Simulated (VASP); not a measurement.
Wanted: the native input for a VASP 6.6.1 run.

```
Task                   : relaxation of cell and atoms
Functional             : SCAN
Potentials or basis    : VASP PAW PBE potentials, release 64 (Pt, Al)
Cutoff                 : 360 eV
k mesh                 : 9 × 9 × 9
Occupations            : methfessel-paxton of order 2, width 0.1 eV
Spin                   : no spin polarisation
Tolerance level        : screening
Purpose                : cell
Passes                 : 2
Further INCAR settings : ALGO = Normal; EDIFF = 1e-06
```

Al2Pt:

```xyz
3
Lattice="0.0000 3.0130 3.0130 3.0130 0.0000 3.0130 3.0130 3.0130 0.0000" Properties=species:S:1:pos:R:3 pbc="T T T"
Pt    0.0000    0.0000    0.0000
Al    4.5194    4.5194    4.5194
Al    1.5065    1.5065    1.5065
```

These files were run (other wordings do the same):

POSCAR

```
Al2Pt
1.0
    0.0000000000      3.0129558903      3.0129558903
    3.0129558903      0.0000000000      3.0129558903
    3.0129558903      3.0129558903      0.0000000000
Pt Al
1 2
Direct
    0.0000000000      0.0000000000      0.0000000000
    0.7500000000      0.7500000000      0.7500000000
    0.2500000000      0.2500000000      0.2500000000
```

INCAR.step1

```
SYSTEM = Al2Pt
ALGO = Normal ; EDIFF = 1E-6
EDIFFG = -0.005 ; ENCUT = 360
GGA_COMPAT = .False. ; IBRION = 2
ISIF = 3 ; ISMEAR = 2
KPAR = 8 ; LASPH = .True.
LCHARG = .False. ; LMIXTAU = .True.
LREAL = .False. ; LWAVE = .False.
METAGGA = SCAN ; NELM = 120
NELMIN = 4 ; NSW = 80
POTIM = 0.5 ; PREC = Accurate
SIGMA = 0.1
```

INCAR.step3

```
SYSTEM = Al2Pt
ALGO = Normal ; EDIFF = 1E-6
ENCUT = 360 ; GGA_COMPAT = .False.
ISIF = 2 ; ISMEAR = 2
KPAR = 8 ; LASPH = .True.
LCHARG = .False. ; LMIXTAU = .True.
LREAL = .False. ; LWAVE = .False.
METAGGA = SCAN ; NELM = 120
PREC = Accurate ; SIGMA = 0.1
```

KPOINTS

```
Automatic mesh
0
Gamma
  9 9 9
  0 0 0
```

Potentials or basis: VASP PAW PBE potentials, release 64 (Pt, Al).

Run with:

```sh
$ cat potpaw_PBE.64/Pt/POTCAR potpaw_PBE.64/Al/POTCAR > POTCAR
$ cp INCAR.step1 INCAR
$ cp POSCAR.step1 POSCAR
$ mpirun -np 8 vasp_std > vasp.out
$ cp CONTCAR POSCAR
$ mpirun -np 8 vasp_std > vasp.out
$ cp CONTCAR POSCAR
$ cp INCAR.step3 INCAR
$ mpirun -np 8 vasp_std > vasp.out
```

Results of the run:

The relaxed volume is 16.76 Å³/atom, the relaxed cell is a = 4.143 Å, b = 4.143 Å, c = 4.143 Å, α = 60.00°, β = 60.00°, γ = 60.00° and the space group after relaxing (to 0.1 Å) is Fm-3m (No. 225). The energy gained by relaxing is 50.9 meV/atom. The ionic steps are 7. The pressure after relaxing is -0.3 GPa. The band gap on the k mesh is zero (bands 8 and 9 overlap by 5.36 eV).

Caveat: the PAW data sets were made with another functional, which shifts forces and pressure a little; spin-orbit coupling is left out, which moves the levels of the heavy elements.

It took 5.7 min on 8 MPI ranks on AMD EPYC 7R43 64-Core Processor (Zen 3), on a shared host, peak memory 0.17 GiB a rank.
